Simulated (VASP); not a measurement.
# Ge (P6_3/mmc) in VASP: further runs

Runs on Ge. Level: r2SCAN. Tasks: relaxation of cell and atoms.

All numbers are computed with VASP 6.6.1; they aren't measurements. Logs are shortened: lines on timing, memory, paths and dates and some standing lists are left out, and cuts for length are marked.

## 1. The cell of the first run

The structure is hexagonal, space group P6_3/mmc (No. 194). Conventional cell: a = 3.998 Å, b = 3.998 Å, c = 6.599 Å, α = 90.00°, β = 90.00°, γ = 120.00°. Ge (site symmetry 3m) has 4 Ge at 2.45 to 2.47 Å within 3.2 Å.

This isn't the form of Ge at room conditions, which is diamond.

## 2. Relaxation of cell and atoms, r2SCAN

Input file POSCAR:

```
Ge
1.0
    3.9975858400      0.0000000000      0.0000000000
   -1.9987929200      3.4620108900      0.0000000000
    0.0000000000      0.0000000000      6.5993779500
Ge
4
Direct
    0.6666666700      0.3333333300      0.0629012500
    0.3333333300      0.6666666700      0.5629012500
    0.6666666700      0.3333333300      0.4370987500
    0.3333333300      0.6666666700      0.9370987500
```

Input file INCAR.step1:

```
SYSTEM = Ge
PREC = Accurate ; ENCUT = 600
ISMEAR = -1 ; SIGMA = 0.1
LREAL = .FALSE. ; LASPH = .TRUE.
NELM = 60 ; GGA = PE
ALGO = Normal ; EDIFF = 1E-4
LWAVE = .TRUE. ; LCHARG = .FALSE.
```

Input file INCAR.step2:

```
SYSTEM = Ge
PREC = Accurate ; ENCUT = 600
EDIFF = 1E-7 ; ISMEAR = -1
SIGMA = 0.1 ; LREAL = .FALSE.
LASPH = .TRUE. ; NELM = 60
ALGO = Normal ; ISIF = 3
LWAVE = .FALSE. ; LCHARG = .FALSE.
METAGGA = R2SCAN ; LMIXTAU = .TRUE.
IBRION = 2 ; NSW = 80
EDIFFG = -0.01 ; ISTART = 1
```

Input file KPOINTS:

```
regular mesh
0
G
  6 6 3
  0 0 0
```

Potentials or basis: VASP PAW PBE potentials, release 64 (Ge_d).

Launch:

```sh
cat potpaw_PBE.64/Ge_d/POTCAR > POTCAR
cp INCAR.step1 INCAR
mpirun -np 1 vasp_std > vasp.out
cp INCAR.step2 INCAR
mpirun -np 1 vasp_std > vasp.out
```

OUTCAR:

```text
SYSTEM = Ge
   PREC = Accurate
   ENCUT = 600
   EDIFF = 1E-7
   ISMEAR = -1
   LREAL = .FALSE.
   LASPH = .TRUE.
   NELM = 60
   ISIF = 3
   METAGGA = R2SCAN
   IBRION = 2
   NSW = 80
   EDIFFG = -0.01
   ISTART = 1

 ion  position               nearest neighbor table
   1  0.667  0.333  0.063-   4 2.45   4 2.45   4 2.45   3 2.47
   2  0.333  0.667  0.563-   3 2.45   3 2.45   3 2.45   4 2.47
   3  0.667  0.333  0.437-   2 2.45   2 2.45   2 2.45   1 2.47
   4  0.333  0.667  0.937-   1 2.45   1 2.45   1 2.45   2 2.47

  LATTYP: Found a hexagonal cell.
 ALAT       =     3.9975858400
 C/A-ratio  =     1.6508408360

  Lattice vectors:

 A1 = (   3.9975858400,   0.0000000000,   0.0000000000)
 A2 = (  -1.9987929200,   3.4620108900,   0.0000000000)
 A3 = (   0.0000000000,   0.0000000000,   6.5993779500)

Analysis of symmetry for initial positions (statically):
=====================================================================
 Subroutine PRICEL returns:
 Original cell was already a primitive cell.

 Routine SETGRP: Setting up the symmetry group for a
 hexagonal supercell.

 Subroutine GETGRP returns: Found 24 space group operations
 (whereof 12 operations were pure point group operations)
 out of a pool of 24 trial point group operations.

The static configuration has the point symmetry D_3d.
 The point group associated with its full space group is D_6h.

Analysis of symmetry for dynamics (positions and initial velocities):
=====================================================================
 Subroutine PRICEL returns:
 Original cell was already a primitive cell.

 Routine SETGRP: Setting up the symmetry group for a
 hexagonal supercell.

 Subroutine GETGRP returns: Found 24 space group operations
 (whereof 12 operations were pure point group operations)
 out of a pool of 24 trial point group operations.

The dynamic configuration has the point symmetry D_3d.
 The point group associated with its full space group is D_6h.

 Subroutine INISYM returns: Found 24 space group operations
 (whereof 12 operations are pure point group operations),
 and found     1 'primitive' translations

----------------------------------------------------------------------------------------

                                     Primitive cell

  volume of cell :      91.3333

[... 67 lines left out ...]
   dimension x,y,z NGXF=    64 NGYF=   64 NGZF=  108
   ions per type =               4
   NGX,Y,Z   is equivalent  to a cutoff of  13.31, 13.31, 13.60 a.u.
   NGXF,Y,Z  is equivalent  to a cutoff of  26.62, 26.62, 27.21 a.u.
 SYSTEM =  Ge
   PREC   = accura    normal or accurate (medium, high low for compatibility)
   ISTART =      1    job   : 0-new  1-cont  2-samecut
   ICHARG =      0    charge: 1-file 2-atom 10-const
   ISPIN  =      1    spin polarized calculation?
   LNONCOLLINEAR =      F non collinear calculations
   LSORBIT =      F    spin-orbit coupling
   LASPH  =      T    aspherical Exc in radial PAW
   ENCUT  =  600.0 eV  44.10 Ry    6.64 a.u.   7.98  7.98 13.18*2*pi/ulx,y,z
   NELM   =     60;   NELMIN=  2; NELMDL=  0     # of ELM steps
   EDIFF  = 0.1E-06   stopping-criterion for ELM
   LREAL  =      F    real-space projection
   EDIFFG = -.1E-01   stopping-criterion for IOM
   NSW    =     80    number of steps for IOM
   IBRION =      2    ionic relax: 0-MD 1-quasi-New 2-CG
   NFREE  =      1    steps in history (QN), initial steepest desc. (CG)
   ISIF   =      3    stress and relaxation
   ISYM   =      2    0-nonsym 1-usesym 2-fastsym
   POTIM  = 0.5000    time-step for ionic-motion
   TEBEG  =    0.0;   TEEND  =   0.0 temperature during run
   PSTRESS=    0.0 pullay stress
   NELECT =      56.0000    total number of electrons
   NUPDOWN=      -1.0000    fix difference up-down
   EMIN   =  10.00;   EMAX   =-10.00  energy-range for DOS
   EFERMI =   0.00;   METHOD = LEGACY
   ISMEAR =    -1;   SIGMA  =   0.10  broadening in eV -4-tet -1-fermi 0-gaus
   EFERMI_NEDOS =   21; number of points for ismear=-14 and -15
   IALGO  =     38    algorithm
   IMIX   =      4    mixing-type and parameters
     AMIX     =   0.40;   BMIX     =  1.00
     AMIX_MAG =   1.60;   BMIX_MAG =  1.00
  volume/ion in A,a.u.               =      22.83       154.09
  Fermi-wavevector in a.u.,A,eV,Ry     =   1.390789  2.628209 26.317650  1.934293
  Thomas-Fermi vector in A             =   2.514690
   LORBIT       =      0    0 simple, 1 ext, 2 COOP (PROOUT), +10 PAW based schemes
   METAGGA = R2SCAN    functional components
   LHFCALC =     F    Hartree Fock is set to
   AEXX    =    0.0000 exact exchange contribution
   IVDW    =     0    specifies the selected vdW correction
   LEPSILON=     F    determine dielectric tensor
   LRPA    =     F    only Hartree local field effects (RPA)
 conjugate gradient relaxation of ions
 non-spin polarized calculation
  energy-cutoff  :      600.00
  volume of cell :       91.33
 maximum number of plane-waves:      3063
 NGX is ok and might be reduce to    32
   NGX = 15   NGY = 15   NGZ = 27

--------------------------------------- Ionic step        1  -------------------------------------------

 number of electron      55.9999987 magnetization

 Free energy of the ion-electron system (eV)
  ---------------------------------------------------
  ext. energy  EPLUGINS =         0.00000000
  ---------------------------------------------------
  free energy    TOTEN  =       -55.37419420 eV

  energy without entropy =      -55.36635193  energy(sigma->0) =      -55.37027307

------------------------ aborting loop because EDIFF is reached ----------------------------------------

  FORCE on cell =-STRESS in cart. coord.  units (eV):
  Direction    XX          YY          ZZ          XY          YZ          ZX
  --------------------------------------------------------------------------------------
  -------------------------------------------------------------------------------------
  Total        0.0844815      0.0844815     -0.0795966      0.0000000     -0.0000000     -0.0000000
  in kB        1.4819823      1.4819823     -1.3962900      0.0000000     -0.0000000     -0.0000000
  external PRESSURE =       0.5225582 kB  Pullay stress =       0.0000000 kB
[... 63 lines left out ...]
--------------------------------------- Ionic step        3  -------------------------------------------

 number of electron      55.9999987 magnetization

 Free energy of the ion-electron system (eV)
  ---------------------------------------------------
  ext. energy  EPLUGINS =         0.00000000
  ---------------------------------------------------
  free energy    TOTEN  =       -55.37421855 eV

  energy without entropy =      -55.36636030  energy(sigma->0) =      -55.37028942

 E-fermi :   4.9339     XC(G=0): -10.7649

 val. band max:        4.8947856813   @ k =   0.0000   0.0000   0.0000
 cond. band min:       4.9502123888   @ k =   0.0000   0.0000   0.0000
 fundamental gap:      0.0554267075
 Fermi energy:         4.9339402511

 k-point     1 :       0.0000    0.0000    0.0000
  band No.  band energies     occupation
      1     -20.8015      2.00000
      2     -20.8014      2.00000
      3     -20.7635      2.00000
      4     -20.7610      2.00000
      5     -20.7610      2.00000
      6     -20.7503      2.00000
[... 524 lines left out ...]
  FREE ENERGIE OF THE ION-ELECTRON SYSTEM (eV)
  ---------------------------------------------------
  free  energy   TOTEN  =       -55.3742185493 eV

  energy  without entropy=      -55.3663602987  energy(sigma->0) =      -55.37028942

 reached required accuracy - stopping structural energy minimisation
```

OUTCAR.step1:

```text
SYSTEM = Ge
   PREC = Accurate
   ENCUT = 600
   ISMEAR = -1
   LREAL = .FALSE.
   LASPH = .TRUE.
   NELM = 60
[... 721 lines left out ...]
     -0.00000      2.30801      3.71480         0.000000      0.000000      0.026130
      1.99879      1.15400      2.88458        -0.000000     -0.000000     -0.026130
     -0.00000      2.30801      6.18427         0.000000      0.000000     -0.026130
 -----------------------------------------------------------------------------------
    total drift:                                0.000007     -0.000004      0.000003

  FREE ENERGIE OF THE ION-ELECTRON SYSTEM (eV)
  ---------------------------------------------------
  free  energy   TOTEN  =       -17.9182739450 eV

  energy  without entropy=      -17.9067998188  energy(sigma->0) =      -17.91253688
```

OSZICAR.step1:

```text
N       E                     dE             d eps       ncg     rms          rms(c)
DAV:   1     0.510260325330E+03    0.51026E+03   -0.31383E+04  1084   0.504E+03
DAV:   2     0.676699944360E+02   -0.44259E+03   -0.43537E+03   924   0.893E+02
DAV:   3    -0.135898412821E+02   -0.81260E+02   -0.80611E+02  1064   0.227E+02
DAV:   4    -0.179923435525E+02   -0.44025E+01   -0.43864E+01  1050   0.617E+01
DAV:   5    -0.180930625491E+02   -0.10072E+00   -0.10062E+00  1077   0.103E+01    0.451E+00
DAV:   6    -0.179766702572E+02    0.11639E+00   -0.75129E-02  1074   0.227E+00    0.266E+00
DAV:   7    -0.179137588858E+02    0.62911E-01   -0.11032E-01   993   0.243E+00    0.194E-01
DAV:   8    -0.179173998256E+02   -0.36409E-02   -0.13398E-02  1068   0.115E+00    0.893E-02
DAV:   9    -0.179182120660E+02   -0.81224E-03   -0.83730E-04   776   0.141E-01    0.225E-02
DAV:  10    -0.179182739450E+02   -0.61879E-04   -0.10059E-04   752   0.106E-01
   1 F= -.17918274E+02 E0= -.17912537E+02  d E =-.114741E-01
```

Wall time 7.1 min (1 thread of Intel Xeon Platinum 8124M at 3.00GHz (Skylake/Cascade Lake), shared host); peak memory 0.26 GiB.

Results:

* Free energy: -55.3742 eV
* Relaxed volume: 22.84 Å³/atom
* Relaxed cell: a = 3.999 Å, b = 3.999 Å, c = 6.597 Å, α = 90.00°, β = 90.00°, γ = 120.00°
* Space group after relaxing (to 0.1 Å): P6_3/mmc (No. 194)
* Energy gained by relaxing: 0.0 meV/atom
* Ionic steps: 3
* Pressure after relaxing: 0.0 GPa
* Band gap on the k mesh: 0.06 eV

Stress tensor (GPa, compression positive):
```
 0.06  0.00  0.00
 0.00  0.06  0.00
 0.00  0.00 -0.05
```

Final structure:
```
Ge
1.0
     3.99931    0.00000    0.00000
    -1.99966    3.46351    0.00000
     0.00000    0.00000    6.59669
Ge
4
Cartesian
  1.9997 1.1545 0.4152
  0.0000 2.3090 3.7136
  1.9997 1.1545 2.8831
  0.0000 2.3090 6.1815
```

Levels at points of the mesh, in eV from the valence-band top:
| k point | band 25 | band 26 | band 27 | band 28 | band 29 | band 30 | band 31 | band 32 |
| --- | --- | --- | --- | --- | --- | --- | --- | --- |
| (0.00, 0.00, 0.00) | -1.69 | -0.29 | 0.00 | 0.00 | 0.06 | 0.24 | 2.29 | 2.29 |
| (0.50, 0.00, 0.00) | -4.87 | -3.34 | -3.02 | -1.64 | 0.62 | 1.82 | 3.72 | 3.83 |

Caveat: the PAW data sets were made with another functional, which shifts forces and pressure a little; an odd mesh through Γ misses points on the zone boundary, where band edges can lie.

(Part 1 of 2 ends here.)
